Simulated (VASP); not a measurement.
Input of a VASP 6.6.1 run:

The input INCAR:

```
ALGO     = Normal         # electronic algorithm
EDIFF    = 1E-7           # SCF threshold, eV
ENCUT    = 520            # plane-wave cutoff, eV
GGA      = PE             # functional
ISIF     = 2              # what is computed and relaxed
ISMEAR   = 0              # smearing method
LASPH    = T              # aspherical terms in the spheres
LCHARG   = F              # write CHGCAR
LREAL    = F              # projectors in reciprocal space
LWAVE    = F              # write WAVECAR
NBANDS   = 16             # bands
NELM     = 100            # most SCF steps
PREC     = Accurate       # precision mode
SIGMA    = 0.1            # smearing width, eV
```

KPOINTS

```
k-points
0
Gamma
  6 6 6
```

POSCAR

```
ZrB2
1.0
    3.1675246600      0.0000000000      0.0000000000
   -1.5837623300      2.7431568200      0.0000000000
    0.0000000000      0.0000000000      3.5523880600
Zr B
1 2
Direct
    0.0000000000      0.0000000000      0.0000000000
    0.3333333300      0.6666666700      0.5000000000
    0.6666666700      0.3333333300      0.5000000000
```

Potentials or basis: VASP PAW PBE potentials, release 64 (Zr_sv, B).

The run is started by

```bash
$ cat potpaw_PBE.64/Zr_sv/POTCAR potpaw_PBE.64/B/POTCAR > POTCAR
$ mpirun -np 1 vasp_std > vasp.out
```

Task: Predict the band gap on the k mesh.

Result: Zero (band 9 reaches 11.29 eV, above the bottom of band 10 at 10.15 eV).

Task: Predict the pressure.

Result: 0.3 GPa.

Stress tensor (GPa, compression positive):
```
 1.26  0.00  0.00
 0.00  1.26  0.00
 0.00  0.00 -1.63
```

Caveat: the k points lie up to 0.38 Å⁻¹ apart.
